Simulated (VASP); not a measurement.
Write the native input for VASP 6.6.1 that does the following.

| Item | Value |
| --- | --- |
| Task | density of states |
| Functional | PBEsol |
| Potentials or basis | VASP PAW PBE potentials, release 64 (Al) |
| Cutoff | 520 eV |
| k mesh | 18 × 18 × 18 |
| Occupations | fermi-dirac, width 0.08 eV |
| Spin | no spin polarisation |
| Dipole correction | no |
| k mesh for the DOS | 27 × 27 × 27 |
| Occupations for the DOS | tetrahedron |
| Further INCAR settings | ALGO = Normal; EDIFF = 1e-07 |

Al:

```
CELL_PARAMETERS angstrom
0.00000 1.53859 1.53859
1.53859 0.00000 1.53859
1.53859 1.53859 0.00000
ATOMIC_POSITIONS crystal
Al 0.00000 0.00000 0.00000
```

This cell differs from its parent crystal: volume scaled by 0.45.

One way to write it, as run:

POSCAR

```
Al
1.0
    0.0000000000      1.5385914522      1.5385914522
    1.5385914522      0.0000000000      1.5385914522
    1.5385914522      1.5385914522      0.0000000000
Al
1
Direct
    0.0000000000      0.0000000000      0.0000000000
```

INCAR.step1

```
SYSTEM = Al
PREC     = Accurate       ! precision mode
ENCUT    = 520            ! plane-wave cutoff, eV
EDIFF    = 1E-7           ! SCF threshold, eV
ISMEAR   = -1             ! smearing method
SIGMA    = 0.08           ! smearing width, eV
LREAL    = .False.        ! projectors in reciprocal space
LASPH    = .True.         ! aspherical terms in the spheres
NELM     = 60             ! most SCF steps
ALGO     = Normal         ! electronic algorithm
ISIF     = 2              ! what is computed and relaxed
LWAVE    = .False.        ! write WAVECAR
LCHARG   = .True.         ! write CHGCAR
GGA      = PS             ! functional
NBANDS   = 8              ! bands
```

KPOINTS.step1

```
regular mesh
0
Gamma
  18 18 18
  0 0 0
```

INCAR.step2

```
SYSTEM = Al
PREC     = Accurate       ! precision mode
ENCUT    = 520            ! plane-wave cutoff, eV
EDIFF    = 1E-7           ! SCF threshold, eV
ISMEAR   = -5             ! smearing method
SIGMA    = 0.08           ! smearing width, eV
LREAL    = .False.        ! projectors in reciprocal space
LASPH    = .True.         ! aspherical terms in the spheres
NELM     = 60             ! most SCF steps
ALGO     = Normal         ! electronic algorithm
ISIF     = 2              ! what is computed and relaxed
LWAVE    = .False.        ! write WAVECAR
LCHARG   = .False.        ! write CHGCAR
GGA      = PS             ! functional
LORBIT   = 11             ! projections on sites
NEDOS    = 2001           ! points of the DOS
ICHARG   = 11             ! starting density
```

KPOINTS.step2

```
regular mesh
0
Gamma
  27 27 27
  0 0 0
```

Potentials or basis: VASP PAW PBE potentials, release 64 (Al).

Command:

```console
$ cat potpaw_PBE.64/Al/POTCAR > POTCAR
$ cp INCAR.step1 INCAR
$ cp KPOINTS.step1 KPOINTS
$ mpirun -np 1 vasp_std > vasp.out
$ cp INCAR.step2 INCAR
$ cp KPOINTS.step2 KPOINTS
$ mpirun -np 1 vasp_std > vasp.out
```

It gave:

```
Valence electrons inside the program's atomic spheres : Al 1.41
```

Wall time 29 s on 1 thread of AMD EPYC 7R13, on a shared host, peak memory 0.1 GiB.
